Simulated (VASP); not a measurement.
## CdI2: single point with r2SCAN

Crystal: CdI2.

```
CELL_PARAMETERS angstrom
4.24001 0.00000 0.00000
-2.12001 3.67196 0.00000
0.00000 0.00000 6.90890
ATOMIC_POSITIONS crystal
Cd 0.00000 0.00000 0.00000
I 0.33333 0.66667 0.24948
I 0.66667 0.33333 0.75052
```

```yaml
Program: VASP 6.6.1
Task: single point
Functional: r2SCAN
Potentials_or_basis: VASP PAW PBE potentials, release 64 (Cd, I)
Cutoff: 550 eV
k_mesh: 6 × 6 × 4
Occupations: gaussian, width 0.02 eV
Spin: no spin polarisation
Dipole_correction: no
Further_INCAR_settings: ALGO = Normal; EDIFF = 1e-06; NBANDS = 20
```

```
Pressure               : 1.0 GPa
Largest force          : 0.015 eV/Å
Band gap on the k mesh : 2.80 eV (least direct gap 3.14 eV)
```

Forces on the atoms (eV/Å):
```
Cd   0.000  0.000  0.000
I    0.000  0.000  0.015
I    0.000  0.000 -0.015
```

Stress tensor (GPa, compression positive):
```
1.05 0.00 0.00
0.00 1.05 0.00
0.00 0.00 0.89
```

Levels at points of the mesh, in eV from the valence-band top:
```csv
k point,band 10,band 11,band 12,band 13,band 14,band 15,band 16,band 17
"(0.00, 0.00, 0.00)",-0.29,-0.16,-0.14,-0.14,3.08,5.07,6.92,6.92
"(0.50, 0.00, 0.00)",-2.00,-1.52,-0.70,-0.14,3.06,5.59,6.37,7.08
"(0.00, 0.00, 0.50)",-0.41,-0.41,0.00,0.00,4.14,5.14,6.71,6.71
"(0.50, 0.00, 0.50)",-1.31,-1.23,-0.51,-0.44,2.80,5.44,6.35,7.06
```

Wall time 93 s on 1 thread of Intel(R) Xeon(R) 6975P-C (Granite Rapids), on a shared host, peak memory 0.26 GiB.

Caveat: the PAW data sets were made with another functional, which shifts forces and pressure a little; spin-orbit coupling is left out, which moves the levels of the heavy elements. A k mesh can miss the band edges.
